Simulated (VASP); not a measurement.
# BN (P6_3/mmc) in VASP: further runs

Runs on BN. Level: r2SCAN. Tasks: single point, relaxation of cell and atoms.

Program: VASP 6.6.1. These are calculated values, not measurements. Logs are shortened: lines on timing, memory, paths and dates and some standing lists are left out, and cuts for length are marked.

**1. The cell of the first run**

The structure is hexagonal, space group P6_3/mmc (No. 194). The conventional cell has a = 2.500 Å, b = 2.500 Å, c = 6.884 Å, α = 90.00°, β = 90.00°, γ = 120.00°. Within 1.9 Å of B (site symmetry -6m2) lie 3 N at 1.44 Å. Within 1.9 Å of N (site symmetry -6m2) lie 3 B at 1.44 Å.

**2. Single point, r2SCAN**

POSCAR

```
BN
1.0
    2.5000776566      0.0000000000      0.0000000000
   -1.2500388283      2.1651307621      0.0000000000
    0.0000000000      0.0000000000      6.8842463403
B N
2 2
Direct
    0.3333333333      0.6666666667      0.2500000000
    0.6666666667      0.3333333333      0.7500000000
    0.3333333333      0.6666666667      0.7500000000
    0.6666666667      0.3333333333      0.2500000000
```

INCAR.step1

```
PREC = Accurate
ENCUT = 520
ISMEAR = 0
SIGMA = 0.02
LREAL = False
LASPH = True
NELM = 100
NBANDS = 16
GGA = PE
ALGO = Normal
EDIFF = 1E-4
LWAVE = True
LCHARG = False
```

INCAR.step2

```
PREC = Accurate
ENCUT = 520
EDIFF = 1E-6
ISMEAR = 0
SIGMA = 0.02
LREAL = False
LASPH = True
NELM = 100
ALGO = Normal
ISIF = 2
LWAVE = False
LCHARG = True
METAGGA = R2SCAN
LMIXTAU = True
LELF = True
LVHAR = True
NBANDS = 16
ISTART = 1
```

KPOINTS

```
regular mesh
0
Gamma
  12 12 4
```

Potentials or basis: VASP PAW PBE potentials, release 64 (B, N).

Launch:

```sh
> cat potpaw_PBE.64/B/POTCAR potpaw_PBE.64/N/POTCAR > POTCAR
> cp INCAR.step1 INCAR
> mpirun -np 1 vasp_std > vasp.out
> cp INCAR.step2 INCAR
> mpirun -np 1 vasp_std > vasp.out
```

OUTCAR:

```text
PREC = Accurate
   ENCUT = 520
   EDIFF = 1E-6
   ISMEAR = 0
   LREAL = False
   LASPH = True
   NELM = 100
   ISIF = 2
   METAGGA = R2SCAN
   ISTART = 1

 ion  position               nearest neighbor table
   1  0.333  0.667  0.250-   4 1.44   4 1.44   4 1.44
   2  0.667  0.333  0.750-   3 1.44   3 1.44   3 1.44
   3  0.333  0.667  0.750-   2 1.44   2 1.44   2 1.44
   4  0.667  0.333  0.250-   1 1.44   1 1.44   1 1.44

  LATTYP: Found a hexagonal cell.
 ALAT       =     2.5000776566
 C/A-ratio  =     2.7536130016

  Lattice vectors:

 A1 = (   2.5000776566,   0.0000000000,   0.0000000000)
 A2 = (  -1.2500388283,   2.1651307621,   0.0000000000)
 A3 = (   0.0000000000,   0.0000000000,   6.8842463403)

Analysis of symmetry for initial positions (statically):
=====================================================================
 Subroutine PRICEL returns:
 Original cell was already a primitive cell.

 Routine SETGRP: Setting up the symmetry group for a
 hexagonal supercell.

 Subroutine GETGRP returns: Found 24 space group operations
 (whereof 12 operations were pure point group operations)
 out of a pool of 24 trial point group operations.

The static configuration has the point symmetry D_3d.
 The point group associated with its full space group is D_6h.

Analysis of symmetry for dynamics (positions and initial velocities):
=====================================================================
 Subroutine PRICEL returns:
 Original cell was already a primitive cell.

 Routine SETGRP: Setting up the symmetry group for a
 hexagonal supercell.

 Subroutine GETGRP returns: Found 24 space group operations
 (whereof 12 operations were pure point group operations)
 out of a pool of 24 trial point group operations.

The dynamic configuration has the point symmetry D_3d.
 The point group associated with its full space group is D_6h.

 Subroutine INISYM returns: Found 24 space group operations
 (whereof 12 operations are pure point group operations),
 and found     1 'primitive' translations

----------------------------------------------------------------------------------------

                                     Primitive cell

  volume of cell :      37.2644

  direct lattice vectors                    reciprocal lattice vectors
     2.500077657  0.000000000  0.000000000     0.399987575  0.230932934  0.000000000
    -1.250038828  2.165130762  0.000000000     0.000000000  0.461865869  0.000000000
     0.000000000  0.000000000  6.884246340     0.000000000  0.000000000  0.145259183

  length of vectors
     2.500077657  2.500077657  6.884246340     0.461865869  0.461865869  0.145259183

  position of ions in fractional coordinates (direct lattice)
     0.333333333  0.666666667  0.250000000
     0.666666667  0.333333333  0.750000000
     0.333333333  0.666666667  0.750000000
     0.666666667  0.333333333  0.250000000

  ion indices of the primitive-cell ions
   primitive index   ion index
                 1           1
                 2           2
                 3           3
                 4           4

----------------------------------------------------------------------------------------

 KPOINTS: regular mesh

Automatic generation of k-mesh.
 Grid dimensions read from file:
 generate k-points for:   12   12    4

 Generating k-lattice:

  Cartesian coordinates                     Fractional coordinates (reciprocal lattice)
     0.033332298  0.019244411  0.000000000     0.083333333  0.000000000  0.000000000
     0.000000000  0.038488822  0.000000000     0.000000000  0.083333333  0.000000000
     0.000000000  0.000000000  0.036314796     0.000000000  0.000000000  0.250000000

  Length of vectors
     0.038488822  0.038488822  0.036314796

  Shift w.r.t. Gamma in fractional coordinates (k-lattice)
     0.000000000  0.000000000  0.000000000

 Subroutine IBZKPT returns following result:
 ===========================================

 Found     57 irreducible k-points:

 Following reciprocal coordinates:
            Coordinates               Weight
  0.000000  0.000000  0.000000      1.000000
  0.083333 -0.000000  0.000000      6.000000
  0.166667 -0.000000  0.000000      6.000000
  0.250000 -0.000000  0.000000      6.000000
  0.333333 -0.000000  0.000000      6.000000
  0.416667 -0.000000  0.000000      6.000000
[... 16 lines left out ...]
  0.250000 -0.000000  0.250000     12.000000
  0.333333 -0.000000  0.250000     12.000000
 [... further k-points ...]
   k-points           NKPTS =     57   k-points in BZ     NKDIM =     57   number of bands    NBANDS=     16
   number of dos      NEDOS =    301   number of ions     NIONS =      4
   total plane-waves  NPLWV =  21600
   dimension x,y,z NGX =    20 NGY =   20 NGZ =   54
   dimension x,y,z NGXF=    40 NGYF=   40 NGZF=  108
   ions per type =               2   2
   NGX,Y,Z   is equivalent  to a cutoff of  13.30, 13.30, 13.04 a.u.
   NGXF,Y,Z  is equivalent  to a cutoff of  26.60, 26.60, 26.08 a.u.
 SYSTEM =  unknown system
   PREC   = accura    normal or accurate (medium, high low for compatibility)
   ISTART =      1    job   : 0-new  1-cont  2-samecut
   ICHARG =      0    charge: 1-file 2-atom 10-const
   ISPIN  =      1    spin polarized calculation?
   LNONCOLLINEAR =      F non collinear calculations
   LSORBIT =      F    spin-orbit coupling
   LASPH  =      T    aspherical Exc in radial PAW
   ENCUT  =  520.0 eV  38.22 Ry    6.18 a.u.   4.65  4.65 12.80*2*pi/ulx,y,z
   NELM   =    100;   NELMIN=  2; NELMDL=  0     # of ELM steps
   EDIFF  = 0.1E-05   stopping-criterion for ELM
   LREAL  =      F    real-space projection
   EDIFFG = 0.1E-04   stopping-criterion for IOM
   NSW    =      0    number of steps for IOM
   IBRION =     -1    ionic relax: 0-MD 1-quasi-New 2-CG
   NFREE  =      0    steps in history (QN), initial steepest desc. (CG)
   ISIF   =      2    stress and relaxation
   ISYM   =      2    0-nonsym 1-usesym 2-fastsym
   POTIM  = 0.5000    time-step for ionic-motion
   TEBEG  =    0.0;   TEEND  =   0.0 temperature during run
   PSTRESS=    0.0 pullay stress
   NELECT =      16.0000    total number of electrons
   NUPDOWN=      -1.0000    fix difference up-down
   EMIN   =  10.00;   EMAX   =-10.00  energy-range for DOS
   EFERMI =   0.00;   METHOD = LEGACY
   ISMEAR =     0;   SIGMA  =   0.02  broadening in eV -4-tet -1-fermi 0-gaus
   EFERMI_NEDOS =   21; number of points for ismear=-14 and -15
   IALGO  =     38    algorithm
   IMIX   =      4    mixing-type and parameters
     AMIX     =   0.40;   BMIX     =  1.00
     AMIX_MAG =   1.60;   BMIX_MAG =  1.00
  volume/ion in A,a.u.               =       9.32        62.87
  Fermi-wavevector in a.u.,A,eV,Ry     =   1.235047  2.333900 20.753525  1.525341
  Thomas-Fermi vector in A             =   2.369712
   LORBIT       =      0    0 simple, 1 ext, 2 COOP (PROOUT), +10 PAW based schemes
   METAGGA = R2SCAN    functional components
   LHFCALC =     F    Hartree Fock is set to
   AEXX    =    0.0000 exact exchange contribution
   IVDW    =     0    specifies the selected vdW correction
   LEPSILON=     F    determine dielectric tensor
   LRPA    =     F    only Hartree local field effects (RPA)
 non-spin polarized calculation
 Gauss-broadening in eV      SIGMA  =   0.02
  energy-cutoff  :      520.00
  volume of cell :       37.26
 maximum number of plane-waves:      1034
 NGX is ok and might be reduce to    20
   NGX =  9   NGY =  9   NGZ = 25

 number of electron      16.0000000 magnetization

 Free energy of the ion-electron system (eV)
  ---------------------------------------------------
  ext. energy  EPLUGINS =         0.00000000
  ---------------------------------------------------
  free energy    TOTEN  =       -38.59597024 eV

  energy without entropy =      -38.59597024  energy(sigma->0) =      -38.59597024

 E-fermi :   1.8718     XC(G=0): -10.5043

 val. band max:        1.7463196416   @ k =   0.3333   0.3333   0.5000
 cond. band min:       6.6771902501   @ k =   0.5000  -0.0000   0.0000
 fundamental gap:      4.9308706085
 Fermi energy:         1.8717677661

 k-point     1 :       0.0000    0.0000    0.0000
  band No.  band energies     occupation
      1     -17.0436      2.00000
      2     -16.8245      2.00000
      3      -4.5033      2.00000
      4      -2.6711      2.00000
      5       0.3980      2.00000
      6       0.3980      2.00000
[... 8 lines left out ...]
     15      14.6571      0.00000
     16      16.0625      0.00000

 k-point     2 :       0.0833   -0.0000    0.0000
  band No.  band energies     occupation
      1     -16.9020      2.00000
      2     -16.6864      2.00000
      3      -4.3090      2.00000
      4      -2.4936      2.00000
      5      -0.1899      2.00000
      6      -0.1686      2.00000
[... 8 lines left out ...]
     15      15.1722      0.00000
     16      15.5162      0.00000

 k-point     3 :       0.1667   -0.0000    0.0000
  band No.  band energies     occupation
      1     -16.4852      2.00000
      2     -16.2804      2.00000
      3      -3.7338      2.00000
      4      -1.9719      2.00000
      5      -1.6797      2.00000
      6      -1.6538      2.00000
[... 8 lines left out ...]
     15      16.4331      0.00000
     16      16.5266      0.00000

 k-point     4 :       0.2500   -0.0000    0.0000
  band No.  band energies     occupation
      1     -15.8227      2.00000
      2     -15.6368      2.00000
      3      -3.5678      2.00000
      4      -3.5256      2.00000
      5      -2.8052      2.00000
      6      -1.3042      2.00000
[... 8 lines left out ...]
     15      17.7317      0.00000
     16      18.8496      0.00000
[... 324 lines left out ...]
 k-point    22 :       0.1667   -0.0000    0.2500
  band No.  band energies     occupation
      1     -16.4563      2.00000
      2     -16.3115      2.00000
      3      -3.5179      2.00000
      4      -2.2952      2.00000
      5      -1.6706      2.00000
      6      -1.6426      2.00000
[... 8 lines left out ...]
     15      16.4459      0.00000
     16      16.5123      0.00000

 k-point    23 :       0.2500   -0.0000    0.2500
  band No.  band energies     occupation
      1     -15.7964      2.00000
      2     -15.6649      2.00000
      3      -3.5698      2.00000
      4      -3.5365      2.00000
      5      -2.5865      2.00000
      6      -1.4268      2.00000
[... 8 lines left out ...]
     15      18.8630      0.00000
     16      18.9318      0.00000

 k-point    24 :       0.3333   -0.0000    0.2500
  band No.  band energies     occupation
      1     -14.9656      2.00000
      2     -14.8556      2.00000
      3      -5.4348      2.00000
      4      -5.3934      2.00000
      5      -1.9570      2.00000
      6      -1.9250      2.00000
[... 8 lines left out ...]
     15      19.4138      0.00000
     16      21.5657      0.00000

 [... further k-points ...]

------------------------ aborting loop because EDIFF is reached ----------------------------------------

  FORCE on cell =-STRESS in cart. coord.  units (eV):
  Direction    XX          YY          ZZ          XY          YZ          ZX
  --------------------------------------------------------------------------------------
  -------------------------------------------------------------------------------------
  Total        0.2457645      0.2457645     -0.0639197      0.0000000     -0.0000000      0.0000000
  in kB       10.5666116     10.5666116     -2.7482188      0.0000000     -0.0000000      0.0000000
  external PRESSURE =       6.1283348 kB  Pullay stress =       0.0000000 kB

 VOLUME and BASIS-vectors are now :
 -----------------------------------------------------------------------------
  energy-cutoff  :      520.00
  volume of cell :       37.26
      direct lattice vectors                 reciprocal lattice vectors
     2.500077657  0.000000000  0.000000000     0.399987575  0.230932934  0.000000000
    -1.250038828  2.165130762  0.000000000     0.000000000  0.461865869  0.000000000
     0.000000000  0.000000000  6.884246340     0.000000000  0.000000000  0.145259183

 POSITION                                       TOTAL-FORCE (eV/Angst)
 -----------------------------------------------------------------------------------
     -0.00000      1.44342      1.72106         0.000000     -0.000000      0.000000
      1.25004      0.72171      5.16318        -0.000000      0.000000      0.000000
     -0.00000      1.44342      5.16318        -0.000000      0.000000      0.000000
      1.25004      0.72171      1.72106         0.000000     -0.000000      0.000000
 -----------------------------------------------------------------------------------
    total drift:                               -0.000000      0.000000      0.000000

  FREE ENERGIE OF THE ION-ELECTRON SYSTEM (eV)
  ---------------------------------------------------
  free  energy   TOTEN  =       -38.5959702373 eV

  energy  without entropy=      -38.5959702373  energy(sigma->0) =      -38.59597024
```

Run time: 74 s. Hardware: 1 thread of AMD EPYC 9R45 (Zen 5), shared host; peak memory 0.14 GiB.

Results:

| Item | Value |
| --- | --- |
| Free energy | -38.5960 eV |
| Pressure | 0.6 GPa |
| Band gap on the k mesh | 4.93 eV (least direct gap 5.38 eV) |

Stress tensor (GPa, compression positive):
```
 1.06  0.00  0.00
 0.00  1.06  0.00
 0.00  0.00 -0.27
```

Caveat: the PAW data sets were made with another functional, which shifts forces and pressure a little. r2SCAN opens gaps a little over a GGA but as a rule still falls short of measured ones.

**3. Relaxation of cell and atoms, r2SCAN**

This run uses another cell than the first one, of 9.25 Å³/atom.

POSCAR

```
BN
1.0
    2.4990664912      0.0000000000      0.0000000000
   -1.2495332456      2.1642550672      0.0000000000
    0.0000000000      0.0000000000      6.8441298231
B N
2 2
Direct
    0.3333333333      0.6666666667      0.2500000000
    0.6666666667      0.3333333333      0.7500000000
    0.3333333333      0.6666666667      0.7500000000
    0.6666666667      0.3333333333      0.2500000000
```

INCAR.step1

```
SYSTEM = BN
  PREC = Accurate
  ENCUT = 600
  ISMEAR = 0
  SIGMA = 0.02
  LREAL = .FALSE.
  LASPH = .TRUE.
  NELM = 100
  GGA = PE
  ALGO = Normal
  EDIFF = 1E-4
  LWAVE = .TRUE.
  LCHARG = .FALSE.
```

INCAR.step2

```
SYSTEM = BN
  PREC = Accurate
  ENCUT = 600
  EDIFF = 1E-6
  ISMEAR = 0
  SIGMA = 0.02
  LREAL = .FALSE.
  LASPH = .TRUE.
  NELM = 100
  ALGO = Normal
  ISIF = 3
  LWAVE = .FALSE.
  LCHARG = .FALSE.
  METAGGA = R2SCAN
  LMIXTAU = .TRUE.
  IBRION = 2
  NSW = 100
  EDIFFG = -0.002
  ISTART = 1
```

KPOINTS

```
regular mesh
0
G
  12 12 4
  0 0 0
```

Potentials or basis: VASP PAW PBE potentials, release 64 (B, N).

Launch:

```sh
> cat potpaw_PBE.64/B/POTCAR potpaw_PBE.64/N/POTCAR > POTCAR
> cp INCAR.step1 INCAR
> mpirun -np 1 vasp_std > vasp.out
> cp INCAR.step2 INCAR
> mpirun -np 1 vasp_std > vasp.out
```

Run time: 2.8 min. Hardware: 1 thread of AMD EPYC 9R45 (Zen 5), shared host; peak memory 0.14 GiB.

The run converged. Its results:

| Quantity | Value |
| --- | --- |
| Free energy | -38.5998 eV |
| Relaxed volume | 9.28 Å³/atom |
| Relaxed cell | a = 2.503 Å, b = 2.503 Å, c = 6.844 Å, α = 90.00°, β = 90.00°, γ = 120.00° |
| Space group after relaxing (to 0.1 Å) | P6_3/mmc (No. 194) |
| Energy gained by relaxing | 0.1 meV/atom |
| Ionic steps | 3 |
| Pressure after relaxing | 0.0 GPa |
| Band gap on the k mesh | 4.92 eV (least direct gap 5.37 eV) |

The path:
```csv
step,energy change (eV),largest force (eV/Å),pressure (GPa),volume (Å³)
1,0.0000,0.0000,0.99,37.02
2,0.0014,0.0000,-1.97,37.32
3,-0.0005,0.0000,0.00,37.12
```

Final structure:
```yaml
crystal:
  lattice:
    - [2.50250, 0.00000, 0.00000]
    - [-1.25125, 2.16723, 0.00000]
    - [0.00000, 0.00000, 6.84402]
  atoms:
    - { symbol: B, position: [0.33333, 0.66667, 0.25000] }
    - { symbol: B, position: [0.66667, 0.33333, 0.75000] }
    - { symbol: N, position: [0.33333, 0.66667, 0.75000] }
    - { symbol: N, position: [0.66667, 0.33333, 0.25000] }
```

Levels at points of the mesh, in eV from the valence-band top:
| k point | band 5 | band 6 | band 7 | band 8 | band 9 | band 10 | band 11 | band 12 |
| --- | --- | --- | --- | --- | --- | --- | --- | --- |
| (0.00, 0.00, 0.00) | -1.35 | -1.35 | -1.32 | -1.32 | 5.43 | 10.66 | 12.33 | 12.33 |
| (0.50, 0.00, 0.00) | -4.29 | -4.24 | -1.36 | -0.50 | 4.92 | 6.21 | 10.20 | 10.70 |
| (0.00, 0.00, 0.50) | -1.34 | -1.34 | -1.34 | -1.34 | 7.75 | 7.75 | 12.38 | 12.38 |
| (0.50, 0.00, 0.50) | -4.26 | -4.26 | -0.92 | -0.92 | 5.36 | 5.36 | 10.63 | 10.63 |

Caveat: the PAW data sets were made with another functional, which shifts forces and pressure a little.
